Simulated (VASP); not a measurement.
# NbTe (P-6m2) in VASP: settings compared, part 2 of 2

VASP 6.6.1. Earlier steps stand in the parts before.

## (3) Single point, PBE+D4

This run uses another cell than the first one, of 21.18 Å³/atom.

File INCAR:

```
SYSTEM = NbTe
ALGO = Normal
EDIFF = 1E-6
ENCUT = 520
GGA = PE
ISIF = 2
ISMEAR = -1
IVDW = 13
LASPH = .True.
LCHARG = .False.
LREAL = .False.
LWAVE = .False.
NBANDS = 16
NELM = 100
PREC = Accurate
SIGMA = 0.05
```

File KPOINTS:

```
k-points
0
Gamma
  8 8 7
  0 0 0
```

File POSCAR:

```
NbTe
1.0
    3.6405530513      0.0000000000      0.0000000000
   -1.8202765256      3.1528114262      0.0000000000
    0.0000000000      0.0000000000      3.6898599946
Te Nb
1 1
Direct
    0.6666666667      0.3333333333      0.0000000000
    0.0000000000      0.0000000000      0.5000000000
```

Potentials or basis: VASP PAW PBE potentials, release 64 (Te, Nb_sv).

Started as:

```console
cat potpaw_PBE.64/Te/POTCAR potpaw_PBE.64/Nb_sv/POTCAR > POTCAR
mpirun -np 1 vasp_std > vasp.out
```

OUTCAR:

```text
SYSTEM = NbTe
   EDIFF = 1E-6
   ENCUT = 520
   GGA = PE
   ISIF = 2
   ISMEAR = -1
   IVDW = 13
   LASPH = .True.
   LREAL = .False.
   NELM = 100
   PREC = Accurate

 ion  position               nearest neighbor table
   1  0.667  0.333  0.000-   2 2.80   2 2.80   2 2.80   2 2.80   2 2.80   2 2.80
   2  0.000  0.000  0.500-   1 2.80   1 2.80   1 2.80   1 2.80   1 2.80   1 2.80

  LATTYP: Found a hexagonal cell.
 ALAT       =     3.6405530513
 C/A-ratio  =     1.0135438057

  Lattice vectors:

 A1 = (   3.6405530513,   0.0000000000,   0.0000000000)
 A2 = (  -1.8202765256,   3.1528114262,   0.0000000000)
 A3 = (   0.0000000000,   0.0000000000,   3.6898599946)

Analysis of symmetry for initial positions (statically):
=====================================================================
 Subroutine PRICEL returns:
 Original cell was already a primitive cell.

 Routine SETGRP: Setting up the symmetry group for a
 hexagonal supercell.

 Subroutine GETGRP returns: Found 12 space group operations
 (whereof 12 operations were pure point group operations)
 out of a pool of 24 trial point group operations.

The static configuration has the point symmetry D_3h.

Analysis of symmetry for dynamics (positions and initial velocities):
=====================================================================
 Subroutine PRICEL returns:
 Original cell was already a primitive cell.

 Routine SETGRP: Setting up the symmetry group for a
 hexagonal supercell.

 Subroutine GETGRP returns: Found 12 space group operations
 (whereof 12 operations were pure point group operations)
 out of a pool of 24 trial point group operations.

The dynamic configuration has the point symmetry D_3h.

 Subroutine INISYM returns: Found 12 space group operations
 (whereof 12 operations are pure point group operations),
 and found     1 'primitive' translations

----------------------------------------------------------------------------------------

                                     Primitive cell

  volume of cell :      42.3521

  direct lattice vectors                    reciprocal lattice vectors
     3.640553051  0.000000000  0.000000000     0.274683540  0.158588616  0.000000000
    -1.820276526  3.152811426  0.000000000     0.000000000  0.317177232  0.000000000
     0.000000000  0.000000000  3.689859995     0.000000000  0.000000000  0.271012993

  length of vectors
     3.640553051  3.640553051  3.689859995     0.317177232  0.317177232  0.271012993

  position of ions in fractional coordinates (direct lattice)
     0.666666667  0.333333333  0.000000000
     0.000000000  0.000000000  0.500000000

  ion indices of the primitive-cell ions
   primitive index   ion index
                 1           1
                 2           2

----------------------------------------------------------------------------------------

 KPOINTS: k-points

Automatic generation of k-mesh.
 Grid dimensions read from file:
 generate k-points for:    8    8    7

 Generating k-lattice:

  Cartesian coordinates                     Fractional coordinates (reciprocal lattice)
     0.034335443  0.019823577  0.000000000     0.125000000  0.000000000  0.000000000
     0.000000000  0.039647154  0.000000000     0.000000000  0.125000000  0.000000000
     0.000000000  0.000000000  0.038716142     0.000000000  0.000000000  0.142857143

  Length of vectors
     0.039647154  0.039647154  0.038716142

  Shift w.r.t. Gamma in fractional coordinates (k-lattice)
     0.000000000  0.000000000  0.000000000

 Subroutine IBZKPT returns following result:
 ===========================================

 Found     40 irreducible k-points:

 Following reciprocal coordinates:
            Coordinates               Weight
  0.000000  0.000000  0.000000      1.000000
  0.125000  0.000000  0.000000      6.000000
  0.250000  0.000000  0.000000      6.000000
  0.375000  0.000000  0.000000      6.000000
  0.500000  0.000000  0.000000      3.000000
  0.125000  0.125000  0.000000      6.000000
[... 16 lines left out ...]
  0.250000  0.000000  0.285714     12.000000
  0.375000  0.000000  0.285714     12.000000
 [... further k-points ...]
   k-points           NKPTS =     40   k-points in BZ     NKDIM =     40   number of bands    NBANDS=     16
   number of dos      NEDOS =    301   number of ions     NIONS =      2
   total plane-waves  NPLWV =  21952
   dimension x,y,z NGX =    28 NGY =   28 NGZ =   28
   dimension x,y,z NGXF=    56 NGYF=   56 NGZF=   56
   ions per type =               1   1
   NGX,Y,Z   is equivalent  to a cutoff of  12.79, 12.79, 12.62 a.u.
   NGXF,Y,Z  is equivalent  to a cutoff of  25.57, 25.57, 25.23 a.u.
 SYSTEM =  NbTe
   PREC   = accura    normal or accurate (medium, high low for compatibility)
   ISTART =      0    job   : 0-new  1-cont  2-samecut
   ICHARG =      2    charge: 1-file 2-atom 10-const
   ISPIN  =      1    spin polarized calculation?
   LNONCOLLINEAR =      F non collinear calculations
   LSORBIT =      F    spin-orbit coupling
   LASPH  =      T    aspherical Exc in radial PAW
   ENCUT  =  520.0 eV  38.22 Ry    6.18 a.u.   6.77  6.77  6.86*2*pi/ulx,y,z
   NELM   =    100;   NELMIN=  2; NELMDL= -5     # of ELM steps
   EDIFF  = 0.1E-05   stopping-criterion for ELM
   LREAL  =      F    real-space projection
   EDIFFG = 0.1E-04   stopping-criterion for IOM
   NSW    =      0    number of steps for IOM
   IBRION =     -1    ionic relax: 0-MD 1-quasi-New 2-CG
   NFREE  =      0    steps in history (QN), initial steepest desc. (CG)
   ISIF   =      2    stress and relaxation
   ISYM   =      2    0-nonsym 1-usesym 2-fastsym
   POTIM  = 0.5000    time-step for ionic-motion
   TEBEG  =    0.0;   TEEND  =   0.0 temperature during run
   PSTRESS=    0.0 pullay stress
   NELECT =      19.0000    total number of electrons
   NUPDOWN=      -1.0000    fix difference up-down
   EMIN   =  10.00;   EMAX   =-10.00  energy-range for DOS
   EFERMI =   0.00;   METHOD = LEGACY
   ISMEAR =    -1;   SIGMA  =   0.05  broadening in eV -4-tet -1-fermi 0-gaus
   EFERMI_NEDOS =   21; number of points for ismear=-14 and -15
   IALGO  =     38    algorithm
   IMIX   =      4    mixing-type and parameters
     AMIX     =   0.40;   BMIX     =  1.00
     AMIX_MAG =   1.60;   BMIX_MAG =  1.00
  volume/ion in A,a.u.               =      21.18       142.90
  Fermi-wavevector in a.u.,A,eV,Ry     =   1.253240  2.368280 21.369456  1.570611
  Thomas-Fermi vector in A             =   2.387102
   LORBIT       =      0    0 simple, 1 ext, 2 COOP (PROOUT), +10 PAW based schemes
   GGA     = PE    functional components
   LHFCALC =     F    Hartree Fock is set to
   AEXX    =    0.0000 exact exchange contribution
   IVDW    =    13    specifies the selected vdW correction
   LEPSILON=     F    determine dielectric tensor
   LRPA    =     F    only Hartree local field effects (RPA)
 non-spin polarized calculation
  energy-cutoff  :      520.00
  volume of cell :       42.35
 maximum number of plane-waves:      1154
 NGX is ok and might be reduce to    28
   NGX = 13   NGY = 13   NGZ = 13

 number of electron      19.0000001 magnetization

 Free energy of the ion-electron system (eV)
  ---------------------------------------------------
  ext. energy  EPLUGINS =         0.00000000
  ---------------------------------------------------
  free energy    TOTEN  =       -13.63009604 eV

  energy without entropy =      -13.62018502  energy(sigma->0) =      -13.62514053

 E-fermi :  11.5533     XC(G=0): -11.4522

 val. band max:       11.5286184320   @ k =   0.1250   0.0000   0.2857
 cond. band min:      11.6177012807   @ k =   0.1250   0.0000   0.0000
 fundamental gap:      0.0890828487
 Fermi energy:        11.5532515516

 k-point     1 :       0.0000    0.0000    0.0000
  band No.  band energies     occupation
      1     -43.9997      2.00000
      2     -20.2202      2.00000
      3     -19.9997      2.00000
      4     -19.9997      2.00000
      5      -2.9248      2.00000
      6       8.3803      2.00000
[... 8 lines left out ...]
     15      17.4919      0.00000
     16      18.7262      0.00000
[... 419 lines left out ...]
 k-point    24 :       0.3750    0.0000    0.2857
  band No.  band energies     occupation
      1     -43.9868      2.00000
      2     -20.2618      2.00000
      3     -20.1241      2.00000
      4     -20.0231      2.00000
      5      -1.1442      2.00000
      6       5.1285      2.00000
[... 8 lines left out ...]
     15      17.9396      0.00000
     16      20.4460      0.00000

 [... further k-points ...]

------------------------ aborting loop because EDIFF is reached ----------------------------------------

  DFT-D4 for vdW energy calculation

  Edisp (eV):   -0.98599

  FORCE on cell =-STRESS in cart. coord.  units (eV):
  Direction    XX          YY          ZZ          XY          YZ          ZX
  --------------------------------------------------------------------------------------
  -------------------------------------------------------------------------------------
  Total      -0.05729    -0.05729    -0.08331    -0.00000    -0.00000     0.00000
  in kB      -2.16735    -2.16735    -3.15179    -0.00000    -0.00000     0.00000
  external pressure =       -2.50 kB  Pullay stress =        0.00 kB

 VOLUME and BASIS-vectors are now :
 -----------------------------------------------------------------------------
  energy-cutoff  :      520.00
  volume of cell :       42.35
      direct lattice vectors                 reciprocal lattice vectors
     3.640553051  0.000000000  0.000000000     0.274683540  0.158588616  0.000000000
    -1.820276526  3.152811426  0.000000000     0.000000000  0.317177232  0.000000000
     0.000000000  0.000000000  3.689859995     0.000000000  0.000000000  0.271012993

 POSITION                                       TOTAL-FORCE (eV/Angst)
 -----------------------------------------------------------------------------------
      1.82028      1.05094      0.00000         0.000000     -0.000000      0.000000
      0.00000      0.00000      1.84493        -0.000000      0.000000      0.000000
 -----------------------------------------------------------------------------------
    total drift:                               -0.000000      0.000000     -0.000000

  FREE ENERGIE OF THE ION-ELECTRON SYSTEM (eV)
  ---------------------------------------------------
  free  energy   TOTEN  =       -14.6160835899 eV

  energy  without entropy=      -14.6061725711  energy(sigma->0) =      -14.61112808
```

stdout:

```text
POSCAR found type information on POSCAR TeNb
 POSCAR found :  2 types and       2 ions
 scaLAPACK will be used
 LDA part: xc-table for (Slater+PW92), standard interpolation
 POSCAR, INCAR and KPOINTS ok, starting setup
 FFT: planning ... GRIDC
 FFT: planning ... GRID_SOFT
 FFT: planning ... GRID
 WAVECAR not read
 entering main loop
```

Run time: 19 s. Hardware: 1 thread of Intel Xeon Platinum 8259CL at 2.50GHz (Skylake/Cascade Lake), shared host; peak memory 0.17 GiB.

What came out:

```
Free energy                : -14.6161 eV
Pressure                   : -0.2 GPa
Band gap on the k mesh     : zero (an odd number of electrons rules out a gap without spin polarisation)
Dispersion energy per atom : -0.493 eV
```

Stress tensor (GPa, compression positive):
```
-0.22  0.00  0.00
 0.00 -0.22  0.00
 0.00  0.00 -0.32
```

Caveat: spin-orbit coupling is left out, which moves the levels of the heavy elements.

## (4) Single point, revPBE

This run uses another cell than the first one, of 22.08 Å³/atom.

File INCAR:

```
ALGO = Normal
EDIFF = 1E-7
ENCUT = 520
GGA = RE
ISIF = 2
ISMEAR = -1
LASPH = T
LCHARG = F
LREAL = F
LWAVE = F
NBANDS = 16
NELM = 60
PREC = Accurate
SIGMA = 0.05
```

File KPOINTS:

```
k-points
0
Gamma
  8 8 7
```

File POSCAR:

```
NbTe
1.0
    3.7031675091      0.0000000000      0.0000000000
   -1.8515837545      3.2070371373      0.0000000000
    0.0000000000      0.0000000000      3.7182037138
Te Nb
1 1
Direct
    0.6666666667      0.3333333333      0.0000000000
    0.0000000000      0.0000000000      0.5000000000
```

Started as:

```console
cat potpaw_PBE.64/Te/POTCAR potpaw_PBE.64/Nb_sv/POTCAR > POTCAR
mpirun -np 1 vasp_std > vasp.out
```

Wall time 20 s (1 thread of Intel Xeon Platinum 8259CL at 2.50GHz (Skylake/Cascade Lake), shared host); peak memory 0.17 GiB.

Results (log left out):

```
Free energy            : -12.8736 eV
Pressure               : -0.3 GPa
Band gap on the k mesh : zero (an odd number of electrons rules out a gap without spin polarisation)
```

Levels at points of the mesh, in eV from the Fermi level:
```tsv
k point	band 6	band 7	band 8	band 9	band 10	band 11	band 12	band 13	band 14	band 15
(0.00, 0.00, 0.00)	-3.09	-3.09	-2.97	-2.40	0.12	0.12	2.41	2.41	2.86	5.89
(0.50, 0.00, 0.00)	-7.16	-3.85	-2.60	-2.57	-0.21	1.24	1.51	2.96	3.76	5.67
```

Caveat: the PAW data sets were made with another functional, which shifts forces and pressure a little; spin-orbit coupling is left out, which moves the levels of the heavy elements.

## (5) Single point, PBE

This run uses another cell than the first one, of 21.93 Å³/atom.

File INCAR:

```
PREC     = Accurate       # precision mode
ENCUT    = 520            # plane-wave cutoff, eV
EDIFF    = 1E-6           # SCF threshold, eV
ISMEAR   = 0              # smearing method
SIGMA    = 0.012          # smearing width, eV
LREAL    = False          # projectors in reciprocal space
LASPH    = True           # aspherical terms in the spheres
NELM     = 60             # most SCF steps
ALGO     = Normal         # electronic algorithm
ISIF     = 2              # what is computed and relaxed
LWAVE    = False          # write WAVECAR
LCHARG   = False          # write CHGCAR
GGA      = PE             # functional
NBANDS   = 16             # bands
```

File KPOINTS:

```
Automatic mesh
0
Gamma
  8 8 7
```

File POSCAR:

```
NbTe
1.0
    3.7029743866      0.0000000000      0.0000000000
   -1.8514871933      3.2068698884      0.0000000000
    0.0000000000      0.0000000000      3.6942110000
Te Nb
1 1
Direct
    0.6666666667      0.3333333333      0.0000000000
    0.0000000000      0.0000000000      0.5000000000
```

Started as:

```console
cat potpaw_PBE.64/Te/POTCAR potpaw_PBE.64/Nb_sv/POTCAR > POTCAR
mpirun -np 1 vasp_std > vasp.out
```

Wall time 19 s (1 thread of Intel Xeon Platinum 8259CL at 2.50GHz (Skylake/Cascade Lake), shared host); peak memory 0.17 GiB.

Results (log left out):

| Property | Result |
| --- | --- |
| Free energy | -13.6339 eV |
| Pressure | -0.8 GPa |
| Band gap on the k mesh | zero (an odd number of electrons rules out a gap without spin polarisation) |

Stress tensor (GPa, compression positive):
```
-1.29  0.00  0.00
 0.00 -1.29  0.00
 0.00  0.00  0.07
```

Levels at points of the mesh, in eV from the Fermi level:
| k point | band 8 | band 9 | band 10 | band 11 | band 12 | band 13 |
| --- | --- | --- | --- | --- | --- | --- |
| (0.00, 0.00, 0.00) | -3.03 | -2.38 | 0.10 | 0.10 | 2.40 | 2.40 |
| (0.50, 0.00, 0.00) | -2.67 | -2.63 | -0.23 | 1.19 | 1.45 | 2.99 |

Caveat: spin-orbit coupling is left out, which moves the levels of the heavy elements.

## (6) Single point, PBE

This run uses another cell than the first one, of 21.93 Å³/atom.

File INCAR:

```
  ALGO = Normal
  EDIFF = 1E-6
  ENCUT = 520
  GGA = PE
  ISIF = 2
  ISMEAR = 0
  LASPH = T
  LCHARG = F
  LREAL = F
  LWAVE = F
  NBANDS = 16
  NELM = 60
  PREC = Accurate
  SIGMA = 0.025
```

File KPOINTS:

```
k-points
0
Gamma
  8 8 7
```

POSCAR is that of step 5.

Potentials or basis: VASP PAW PBE potentials, release 64 (Te, Nb_sv).

Started as:

```console
cat potpaw_PBE.64/Te/POTCAR potpaw_PBE.64/Nb_sv/POTCAR > POTCAR
mpirun -np 1 vasp_std > vasp.out
```

Run time: 18 s. Hardware: 1 thread of Intel Xeon Platinum 8259CL at 2.50GHz (Skylake/Cascade Lake), shared host; peak memory 0.17 GiB.

It converged, with:

| Quantity | Value |
| --- | --- |
| Free energy | -13.6343 eV |
| Pressure | -0.8 GPa |
| Band gap on the k mesh | zero (an odd number of electrons rules out a gap without spin polarisation) |

Stress tensor (GPa, compression positive):
```
-1.21  0.00  0.00
 0.00 -1.21  0.00
 0.00  0.00 -0.12
```

Levels at points of the mesh, in eV from the Fermi level:
```tsv
k point	band 8	band 9	band 10	band 11	band 12	band 13
(0.00, 0.00, 0.00)	-3.02	-2.37	0.10	0.10	2.41	2.41
(0.50, 0.00, 0.00)	-2.67	-2.63	-0.23	1.19	1.46	2.99
```

Caveat: spin-orbit coupling is left out, which moves the levels of the heavy elements.

## (7) Summary

| level | cell | smearing | gap on the mesh (eV) | pressure (GPa) |
| --- | --- | --- | --- | --- |
| PBE+D3(BJ) | a = 3.619, b = 3.619, c = 3.686 Å, angles 90.0, 90.0, 120.0°, 2 atoms | fermi-dirac 0.05 eV | none | -0.3 |
| PBE+D4 | a = 3.641, b = 3.641, c = 3.690 Å, angles 90.0, 90.0, 120.0°, 2 atoms | fermi-dirac 0.05 eV | none | -0.2 |
| revPBE | a = 3.703, b = 3.703, c = 3.718 Å, angles 90.0, 90.0, 120.0°, 2 atoms | fermi-dirac 0.05 eV | none | -0.3 |
| PBE | a = 3.703, b = 3.703, c = 3.694 Å, angles 90.0, 90.0, 120.0°, 2 atoms | gaussian 0.012 eV | none | -0.8 |
| PBE | a = 3.703, b = 3.703, c = 3.694 Å, angles 90.0, 90.0, 120.0°, 2 atoms | gaussian 0.025 eV | none | -0.8 |

Alike in all rows: task single point; potentials or basis VASP PAW PBE potentials, release 64 (Te, Nb_sv); no spin polarisation; k mesh 8 × 8 × 7; cutoff (eV) 520.

Caveats: spin-orbit coupling is left out, which moves the levels of the heavy elements; the PAW data sets were made with another functional, which shifts forces and pressure a little (at least some runs).

Total energies depend on the potentials used, so only differences within one code and one set of settings carry meaning.
